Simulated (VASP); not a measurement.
# SrVO3 (Pm-3m) in VASP: a series of runs

SrVO3 is run at these levels: PBE+U; tasks: single point.

Program: VASP 6.6.1. These are calculated values, not measurements. Logs are shortened: lines on timing, memory, paths and dates and some standing lists are left out, and cuts for length are marked.

## Step 1: The cell of the first run

The structure is cubic, space group Pm-3m (No. 221). Conventional cell: a = 3.842 Å, b = 3.842 Å, c = 3.842 Å, α = 90.00°, β = 90.00°, γ = 90.00°. Sr (site symmetry m-3m) has 12 O at 2.72 Å and 8 V at 3.33 Å within 3.6 Å. Within 2.5 Å of V (site symmetry m-3m) lie 6 O at 1.92 Å. O (site symmetry 4/mmm) has 2 V at 1.92 Å within 2.5 Å.

## Step 2: Single point, PBE+U, collinear spin, ferromagnetic start

The input, INCAR:

```
PREC     = Accurate       # precision mode
ENCUT    = 520            # plane-wave cutoff, eV
EDIFF    = 1E-7           # SCF threshold, eV
ISMEAR   = -1             # smearing method
SIGMA    = 0.1            # smearing width, eV
LREAL    = False          # projectors in reciprocal space
LASPH    = True           # aspherical terms in the spheres
NELM     = 150            # most SCF steps
ALGO     = Normal         # electronic algorithm
ISIF     = 2              # what is computed and relaxed
LWAVE    = False          # write WAVECAR
LCHARG   = False          # write CHGCAR
ISPIN    = 2              # spin polarisation
MAGMOM   = 0 2 0 0 0      # initial moments
LORBIT   = 11             # projections on sites
LMAXMIX  = 4              # l up to which the mixer works
LDAU     = True           # DFT+U
LDAUTYPE = 2            
LDAUL    = -1 2 -1        # shell
LDAUU    = 0 6.2 0        # U, eV
LDAUJ    = 0 0 0        
LDAUPRINT= 1            
GGA      = PE             # functional
NBANDS   = 32             # bands
```

The input, KPOINTS:

```
Automatic mesh
0
Gamma
  5 5 5
```

The input, POSCAR:

```
SrVO3
1.0
    3.8425000000      0.0000000000      0.0000000000
    0.0000000000      3.8425000000      0.0000000000
    0.0000000000      0.0000000000      3.8425000000
Sr V O
1 1 3
Direct
    0.0000000000      0.0000000000      0.0000000000
    0.5000000000      0.5000000000      0.5000000000
    0.5000000000      0.0000000000      0.5000000000
    0.0000000000      0.5000000000      0.5000000000
    0.5000000000      0.5000000000      0.0000000000
```

Potentials or basis: VASP PAW PBE potentials, release 64 (Sr_sv, V_sv, O).

Command:

```bash
$ cat potpaw_PBE.64/Sr_sv/POTCAR potpaw_PBE.64/V_sv/POTCAR potpaw_PBE.64/O/POTCAR > POTCAR
$ mpirun -np 1 vasp_std > vasp.out
```

OUTCAR:

```text
PREC = Accurate
   ENCUT = 520
   EDIFF = 1E-7
   ISMEAR = -1
   LREAL = False
   LASPH = True
   NELM = 150
   ISIF = 2
   ISPIN = 2
   LORBIT = 11
   GGA = PE

 ion  position               nearest neighbor table
   1  0.000  0.000  0.000-   3 2.72   4 2.72   5 2.72   3 2.72   4 2.72   4 2.72   5 2.72   4 2.72
                             3 2.72   5 2.72   3 2.72   5 2.72   2 3.33   2 3.33   2 3.33   2 3.33
   2  0.500  0.500  0.500-   3 1.92   4 1.92   5 1.92   5 1.92   3 1.92   4 1.92   1 3.33   1 3.33
                             1 3.33   1 3.33   1 3.33   1 3.33   1 3.33   1 3.33
   3  0.500  0.000  0.500-   2 1.92   2 1.92   1 2.72   1 2.72   1 2.72   1 2.72
   4  0.000  0.500  0.500-   2 1.92   2 1.92   1 2.72   1 2.72   1 2.72   1 2.72
   5  0.500  0.500  0.000-   2 1.92   2 1.92   1 2.72   1 2.72   1 2.72   1 2.72

  LATTYP: Found a simple cubic cell.
 ALAT       =     3.8425000000

  Lattice vectors:

 A1 = (   3.8425000000,   0.0000000000,   0.0000000000)
 A2 = (   0.0000000000,   3.8425000000,   0.0000000000)
 A3 = (   0.0000000000,   0.0000000000,   3.8425000000)

Analysis of symmetry for initial positions (statically):
=====================================================================
 Subroutine PRICEL returns:
 Original cell was already a primitive cell.

 Routine SETGRP: Setting up the symmetry group for a
 simple cubic supercell.

 Subroutine GETGRP returns: Found 48 space group operations
 (whereof 48 operations were pure point group operations)
 out of a pool of 48 trial point group operations.

The static configuration has the point symmetry O_h .

Analysis of symmetry for dynamics (positions and initial velocities):
=====================================================================
 Subroutine PRICEL returns:
 Original cell was already a primitive cell.

 Routine SETGRP: Setting up the symmetry group for a
 simple cubic supercell.

 Subroutine GETGRP returns: Found 48 space group operations
 (whereof 48 operations were pure point group operations)
 out of a pool of 48 trial point group operations.

The dynamic configuration has the point symmetry O_h .

Analysis of structural, dynamic, and magnetic symmetry:
=====================================================================
 Subroutine PRICEL returns:
 Original cell was already a primitive cell.

 Routine SETGRP: Setting up the symmetry group for a
 simple cubic supercell.

 Subroutine GETGRP returns: Found 48 space group operations
 (whereof 48 operations were pure point group operations)
 out of a pool of 48 trial point group operations.

The overall configuration has the point symmetry O_h .

 Subroutine INISYM returns: Found 48 space group operations
 (whereof 48 operations are pure point group operations),
 and found     1 'primitive' translations

----------------------------------------------------------------------------------------

                                     Primitive cell

  volume of cell :      56.7338

  direct lattice vectors                    reciprocal lattice vectors
     3.842500000  0.000000000  0.000000000     0.260247235  0.000000000  0.000000000
     0.000000000  3.842500000  0.000000000     0.000000000  0.260247235  0.000000000
     0.000000000  0.000000000  3.842500000     0.000000000  0.000000000  0.260247235

  length of vectors
     3.842500000  3.842500000  3.842500000     0.260247235  0.260247235  0.260247235

  position of ions in fractional coordinates (direct lattice)
     0.000000000  0.000000000  0.000000000
     0.500000000  0.500000000  0.500000000
     0.500000000  0.000000000  0.500000000
     0.000000000  0.500000000  0.500000000
     0.500000000  0.500000000  0.000000000

  ion indices of the primitive-cell ions
   primitive index   ion index
                 1           1
                 2           2
                 3           3
                 4           4
                 5           5

----------------------------------------------------------------------------------------

 KPOINTS: Automatic mesh

Automatic generation of k-mesh.
 Grid dimensions read from file:
 generate k-points for:    5    5    5

 Generating k-lattice:

[... 45 lines left out ...]
   NELM   =    150;   NELMIN=  2; NELMDL= -5     # of ELM steps
   EDIFF  = 0.1E-06   stopping-criterion for ELM
   LREAL  =      F    real-space projection
   EDIFFG = 0.1E-05   stopping-criterion for IOM
   NSW    =      0    number of steps for IOM
   IBRION =     -1    ionic relax: 0-MD 1-quasi-New 2-CG
   NFREE  =      0    steps in history (QN), initial steepest desc. (CG)
   ISIF   =      2    stress and relaxation
   ISYM   =      2    0-nonsym 1-usesym 2-fastsym
   POTIM  = 0.5000    time-step for ionic-motion
   TEBEG  =    0.0;   TEEND  =   0.0 temperature during run
   PSTRESS=    0.0 pullay stress
   NELECT =      41.0000    total number of electrons
   NUPDOWN=      -1.0000    fix difference up-down
   EMIN   =  10.00;   EMAX   =-10.00  energy-range for DOS
   EFERMI =   0.00;   METHOD = LEGACY
   ISMEAR =    -1;   SIGMA  =   0.10  broadening in eV -4-tet -1-fermi 0-gaus
   EFERMI_NEDOS =   21; number of points for ismear=-14 and -15
   IALGO  =     38    algorithm
   IMIX   =      4    mixing-type and parameters
     AMIX     =   0.40;   BMIX     =  1.00
     AMIX_MAG =   1.60;   BMIX_MAG =  1.00
  volume/ion in A,a.u.               =      11.35        76.57
  Fermi-wavevector in a.u.,A,eV,Ry     =   1.469114  2.776223 29.365409  2.158297
  Thomas-Fermi vector in A             =   2.584531
   LORBIT       =     11    0 simple, 1 ext, 2 COOP (PROOUT), +10 PAW based schemes
 LDA+U is selected, type is set to LDAUTYPE =  2
   angular momentum for each species LDAUL =    -1    2   -1
   U (eV)           for each species LDAUU =   0.0  6.2  0.0
   J (eV)           for each species LDAUJ =   0.0  0.0  0.0
   GGA     = PE    functional components
   LHFCALC =     F    Hartree Fock is set to
   AEXX    =    0.0000 exact exchange contribution
   IVDW    =     0    specifies the selected vdW correction
   LEPSILON=     F    determine dielectric tensor
   LRPA    =     F    only Hartree local field effects (RPA)
 spin polarized calculation
  energy-cutoff  :      520.00
  volume of cell :       56.73
 maximum number of plane-waves:      1551
 NGX is ok and might be reduce to    30
   NGX = 15   NGY = 15   NGZ = 15

atom =   2  type =  2  l = 2

 onsite density matrix

spin component  1

  0.4740 -0.0000 -0.0000 -0.0000  0.0000
 -0.0000  0.4740  0.0000 -0.0000  0.0000
 -0.0000  0.0000  0.3031  0.0000 -0.0000
 -0.0000 -0.0000  0.0000  0.4740 -0.0000
  0.0000  0.0000 -0.0000 -0.0000  0.3031

spin component  2

  0.0848 -0.0000  0.0000  0.0000 -0.0000
 -0.0000  0.0848 -0.0000  0.0000 -0.0000
  0.0000 -0.0000  0.2709 -0.0000 -0.0000
  0.0000  0.0000 -0.0000  0.0848  0.0000
 -0.0000 -0.0000 -0.0000  0.0000  0.2709

 occupancies and eigenvectors

  o =  0.0848  v =  0.0000  0.0000  0.0000  0.0000  0.0000  1.0000  0.0000  0.0000  0.0000  0.0000      0.0000  0.0000  0.0000  0.0000  0.0000  0.0000  0.0000  0.0000  0.0000  0.0000
  o =  0.0848  v =  0.0000  0.0000  0.0000  0.0000  0.0000  0.0000 -0.6942  0.0000 -0.7198  0.0000      0.0000  0.0000  0.0000  0.0000  0.0000  0.0000  0.0000  0.0000  0.0000  0.0000
  o =  0.0848  v =  0.0000  0.0000  0.0000  0.0000  0.0000  0.0000  0.7198 -0.0000 -0.6942 -0.0000      0.0000  0.0000  0.0000  0.0000  0.0000  0.0000  0.0000  0.0000  0.0000  0.0000
  o =  0.2709  v =  0.0000  0.0000  0.0000  0.0000  0.0000  0.0000  0.0000  0.9997 -0.0000  0.0263      0.0000  0.0000  0.0000  0.0000  0.0000  0.0000  0.0000  0.0000  0.0000  0.0000
  o =  0.2709  v =  0.0000  0.0000  0.0000  0.0000  0.0000  0.0000  0.0000 -0.0263  0.0000  0.9997      0.0000  0.0000  0.0000  0.0000  0.0000  0.0000  0.0000  0.0000  0.0000  0.0000
  o =  0.3031  v =  0.0000 -0.0000  0.9995 -0.0000 -0.0317  0.0000  0.0000  0.0000  0.0000  0.0000      0.0000  0.0000  0.0000  0.0000  0.0000  0.0000  0.0000  0.0000  0.0000  0.0000
  o =  0.3031  v =  0.0000  0.0000  0.0317  0.0000  0.9995  0.0000  0.0000  0.0000  0.0000  0.0000      0.0000  0.0000  0.0000  0.0000  0.0000  0.0000  0.0000  0.0000  0.0000  0.0000
  o =  0.4740  v =  1.0000  0.0000  0.0000  0.0000  0.0000  0.0000  0.0000  0.0000  0.0000  0.0000      0.0000  0.0000  0.0000  0.0000  0.0000  0.0000  0.0000  0.0000  0.0000  0.0000
  o =  0.4740  v =  0.0000  0.5169  0.0000  0.8560 -0.0000  0.0000  0.0000  0.0000  0.0000  0.0000      0.0000  0.0000  0.0000  0.0000  0.0000  0.0000  0.0000  0.0000  0.0000  0.0000
  o =  0.4740  v =  0.0000  0.8560 -0.0000 -0.5169 -0.0000  0.0000  0.0000  0.0000  0.0000  0.0000      0.0000  0.0000  0.0000  0.0000  0.0000  0.0000  0.0000  0.0000  0.0000  0.0000

 number of electron      41.0000017 magnetization       0.9999842

 Free energy of the ion-electron system (eV)
  ---------------------------------------------------
  ext. energy  EPLUGINS =         0.00000000
  ---------------------------------------------------
  free energy    TOTEN  =       -33.41244609 eV

  energy without entropy =      -33.38272069  energy(sigma->0) =      -33.39758339

 E-fermi :   5.7777     XC(G=0): -11.5650

 val. band max:        5.6630055932   @ k =   0.4000   0.2000   0.2000
 cond. band min:       6.2068544488   @ k =   0.4000   0.4000   0.0000
 fundamental gap:      0.5438488556
 Fermi energy:         5.7777131565

 spin component 1

 k-point     1 :       0.0000    0.0000    0.0000
  band No.  band energies     occupation
      1     -60.9501      1.00000
      2     -34.7456      1.00000
      3     -34.7456      1.00000
      4     -34.7456      1.00000
      5     -28.1482      1.00000
      6     -13.3165      1.00000
[... 339 lines left out ...]
     31      15.5481      0.00000
     32      18.9056      0.00000
 Fermi energy:         5.7777131565

 spin component 2

 k-point     1 :       0.0000    0.0000    0.0000
  band No.  band energies     occupation
      1     -59.6532      1.00000
      2     -33.4644      1.00000
      3     -33.4644      1.00000
      4     -33.4644      1.00000
      5     -28.1518      1.00000
      6     -13.4160      1.00000
[... 339 lines left out ...]
     31      15.5832      0.00000
     32      18.9016      0.00000

------------------------ aborting loop because EDIFF is reached ----------------------------------------

  FORCE on cell =-STRESS in cart. coord.  units (eV):
  Direction    XX          YY          ZZ          XY          YZ          ZX
  --------------------------------------------------------------------------------------
  -------------------------------------------------------------------------------------
  Total        4.0337574      4.0337574      4.0337574      0.0000000      0.0000000     -0.0000000
  in kB      113.9144281    113.9144281    113.9144281      0.0000000      0.0000000     -0.0000000
  external PRESSURE =     113.9144281 kB  Pullay stress =       0.0000000 kB

 VOLUME and BASIS-vectors are now :
 -----------------------------------------------------------------------------
  energy-cutoff  :      520.00
  volume of cell :       56.73
      direct lattice vectors                 reciprocal lattice vectors
     3.842500000  0.000000000  0.000000000     0.260247235  0.000000000  0.000000000
     0.000000000  3.842500000  0.000000000     0.000000000  0.260247235  0.000000000
     0.000000000  0.000000000  3.842500000     0.000000000  0.000000000  0.260247235

 POSITION                                       TOTAL-FORCE (eV/Angst)
 -----------------------------------------------------------------------------------
      0.00000      0.00000      0.00000         0.000000      0.000000      0.000000
      1.92125      1.92125      1.92125         0.000000      0.000000      0.000000
      1.92125      0.00000      1.92125         0.000000      0.000000      0.000000
      0.00000      1.92125      1.92125         0.000000      0.000000      0.000000
      1.92125      1.92125      0.00000         0.000000      0.000000      0.000000
 -----------------------------------------------------------------------------------
    total drift:                                0.000000      0.000000     -0.000000

  FREE ENERGIE OF THE ION-ELECTRON SYSTEM (eV)
  ---------------------------------------------------
  free  energy   TOTEN  =       -33.4124460935 eV

  energy  without entropy=      -33.3827206923  energy(sigma->0) =      -33.39758339

 total charge

# of ion       s       p       d       tot
------------------------------------------
    1        2.001   5.803   0.221   8.025
    2        2.297   6.366   2.790  11.454
    3        1.564   3.508   0.000   5.072
    4        1.564   3.508   0.000   5.072
    5        1.564   3.508   0.000   5.072
--------------------------------------------------
tot          8.989  22.694   3.011  34.694

 magnetization (x)

# of ion       s       p       d       tot
------------------------------------------
    1       -0.001  -0.003   0.001  -0.003
    2        0.010   0.013   1.228   1.251
    3       -0.003  -0.091   0.000  -0.093
    4       -0.003  -0.091   0.000  -0.093
    5       -0.003  -0.091   0.000  -0.093
--------------------------------------------------
tot          0.001  -0.261   1.228   0.969
```

It took 42 s on 1 thread of Intel Xeon Platinum 8488C (Sapphire Rapids), shared host; peak memory 0.2 GiB.

Results:

```yaml
Free_energy: -33.4124 eV
Pressure: 11.4 GPa
Band_gap_on_the_k_mesh: zero (filled and empty bands overlap)
Net_moment: 1.00 μB per cell
Site_moments: Sr -0.00; V +1.25; O -0.09 μB
Valence_electrons_inside_the_program's_atomic_spheres: Sr 8.03; V 11.45; O 5.07
```

Eigenvalues of the final occupation matrices:
```
    site  spin  trace               eigenvalues
site 2 d     1   2.03  0.30 0.30 0.47 0.47 0.47
site 2 d     2   0.80  0.08 0.08 0.08 0.27 0.27
```

The state reached can hang on the start; a lower one may exist.

## Step 3: Single point, PBE+U, collinear spin, zero start

The input, INCAR:

```
SYSTEM = SrVO3
PREC = Accurate
ENCUT = 520
EDIFF = 1E-6
ISMEAR = -1
SIGMA = 0.1
LREAL = .FALSE.
LASPH = .TRUE.
NELM = 150
ALGO = Normal
ISIF = 2
LWAVE = .FALSE.
LCHARG = .FALSE.
ISPIN = 2
MAGMOM = 0 0 0 0 0
LORBIT = 11
NUPDOWN = 0.0
LMAXMIX = 4
LDAU = .TRUE.
LDAUTYPE = 2
LDAUL = -1 2 -1
LDAUU = 0 6.2 0
LDAUJ = 0 0 0
LDAUPRINT = 1
GGA = PE
NBANDS = 32
```

The input, KPOINTS:

```
Automatic mesh
0
G
  5 5 5
  0 0 0
```

POSCAR is that of step 2.

Potentials or basis: VASP PAW PBE potentials, release 64 (Sr_sv, V_sv, O).

Command:

```bash
$ cat potpaw_PBE.64/Sr_sv/POTCAR potpaw_PBE.64/V_sv/POTCAR potpaw_PBE.64/O/POTCAR > POTCAR
$ mpirun -np 1 vasp_std > vasp.out
```

Run time: 39 s. Hardware: 1 thread of Intel Xeon Platinum 8488C (Sapphire Rapids), shared host; peak memory 0.2 GiB.

The run converged. Its results:

```yaml
Free_energy: -32.8705 eV
Pressure: 8.9 GPa
Net_moment: 0.00 μB per cell
Valence_electrons_inside_the_program's_atomic_spheres: Sr 8.03; V 11.44; O 5.07
```

Eigenvalues of the final occupation matrices:
| site | spin | trace | eigenvalues |
| --- | --- | --- | --- |
| site 2 d | 1 | 1.40 | 0.27 0.27 0.27 0.29 0.29 |
| site 2 d | 2 | 1.40 | 0.27 0.27 0.27 0.29 0.29 |

Caveat: the total moment is fixed, so each spin has its own Fermi level.

(Part 1 of 2 ends here.)
